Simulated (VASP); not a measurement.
## AlN: single point with r2SCAN

The system is AlN.

```
Al N
1.0
    -3.10667    0.00000    0.00000
    -1.55333   -2.69045    0.00000
    -2.71818   -1.56934    9.95681
Al N
4 4
Direct
  0.80568 0.80568 0.90460
  0.09733 0.09733 0.40460
  0.57649 0.57649 0.15460
  0.28484 0.28484 0.65460
  0.27768 0.27768 0.09540
  0.98603 0.98603 0.59540
  0.46519 0.46519 0.34540
  0.17354 0.17354 0.84540
```

* Program: VASP 6.6.1
* Task: single point
* Functional: r2SCAN
* Potentials or basis: VASP PAW PBE potentials, release 64 (Al, N)
* Cutoff: 520 eV
* k mesh: 8 × 8 × 3
* Occupations: gaussian, width 0.05 eV
* Spin: no spin polarisation
* Dipole correction: no
* Further INCAR settings: ALGO = Normal; EDIFF = 1e-06; NBANDS = 26

* Pressure: -1.9 GPa
* Largest force: 1.932 eV/Å
* Band gap on the k mesh: 3.66 eV, indirect (least direct gap 4.00 eV)

Forces on the atoms (eV/Å):
```
Al  -0.634 -0.366 -0.811
Al   0.002  0.001 -0.028
Al   0.363  0.210  1.886
Al   0.040  0.023 -0.013
N   -0.104 -0.060 -0.721
N    0.018  0.010 -0.031
N   -0.036 -0.021  0.008
N    0.350  0.202 -0.289
```

Stress tensor (GPa, compression positive):
```
-4.12  3.34  0.31
 3.34 -7.98  0.18
 0.31  0.18  6.26
```

Levels at points of the mesh, in eV from the valence-band top:
```csv
k point,band 13,band 14,band 15,band 16,band 17,band 18,band 19,band 20
"(0.00, 0.00, 0.00)",-0.78,-0.58,-0.47,0.00,4.00,6.22,7.01,7.29
"(0.50, 0.00, 0.00)",-1.87,-1.72,-1.10,-0.75,3.79,5.93,6.17,7.17
"(0.50, 0.50, 0.00)",-1.78,-1.60,-1.11,-1.03,3.68,5.78,6.20,6.97
```

Wall time 3 min on 1 thread of Intel(R) Xeon(R) 6975P-C (Granite Rapids) (shared host), peak memory 0.26 GiB.

Caveat: the PAW data sets were made with another functional, which shifts forces and pressure a little. A k mesh can miss the band edges.
